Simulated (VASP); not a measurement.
Set up this calculation in VASP 6.6.1, as the native input.

- Task: relaxation of cell and atoms
- Functional: PBEsol
- Potentials or basis: VASP PAW PBE potentials, release 64 (Be)
- Cutoff: 600 eV
- k mesh: 22 × 22 × 22
- Occupations: fermi-dirac, width 0.1 eV
- Spin: no spin polarisation
- Dipole correction: no
- Further INCAR settings: ALGO = Normal; EDIFF = 1e-06; IBRION = 2; EDIFFG = -0.005; NSW = 60; ISIF = 3

The structure of Be lies in POSCAR:

```
Be
1.0
    0.0000000000      1.5766799912      1.5766799912
    1.5766799912      0.0000000000      1.5766799912
    1.5766799912      1.5766799912      0.0000000000
Be
1
Direct
    0.0000000000      0.0000000000      0.0000000000
```

This isn't the form of Be at room conditions, which is hcp.

The input as run:

INCAR

```
SYSTEM = Be
PREC     = Accurate       ! precision mode
ENCUT    = 600            ! plane-wave cutoff, eV
EDIFF    = 1E-6           ! SCF threshold, eV
ISMEAR   = -1             ! smearing method
SIGMA    = 0.1            ! smearing width, eV
LREAL    = .FALSE.        ! projectors in reciprocal space
LASPH    = .TRUE.         ! aspherical terms in the spheres
NELM     = 80             ! most SCF steps
ALGO     = Normal         ! electronic algorithm
ISIF     = 3              ! what is computed and relaxed
LWAVE    = .FALSE.        ! write WAVECAR
LCHARG   = .FALSE.        ! write CHGCAR
GGA      = PS             ! functional
IBRION   = 2              ! ionic algorithm
NSW      = 60             ! ionic steps
EDIFFG   = -0.005         ! ionic threshold
```

KPOINTS

```
regular mesh
0
G
  22 22 22
  0 0 0
```

Potentials or basis: VASP PAW PBE potentials, release 64 (Be).

Run with:

```bash
$ cat potpaw_PBE.64/Be/POTCAR > POTCAR
$ mpirun -np 1 vasp_std > vasp.out
```

It gave:

```json
{"Relaxed volume": "7.83 Å³/atom", "Relaxed cell": "a = 2.229 Å, b = 2.229 Å, c = 2.229 Å, α = 60.00°, β = 60.00°, γ = 60.00°", "Space group after relaxing (to 0.1 Å)": "Fm-3m (No. 225)", "Energy gained by relaxing": "0.0 meV/atom", "Ionic steps": "2", "Pressure after relaxing": "0.0 GPa", "Band gap on the k mesh": "zero (bands 1 and 2 overlap by 0.70 eV)"}
```

Caveat: the PAW data sets were made with another functional, which shifts forces and pressure a little.

It took 21 s on 1 thread of AMD EPYC 7R13, with other jobs on the host, peak memory 0.1 GiB.
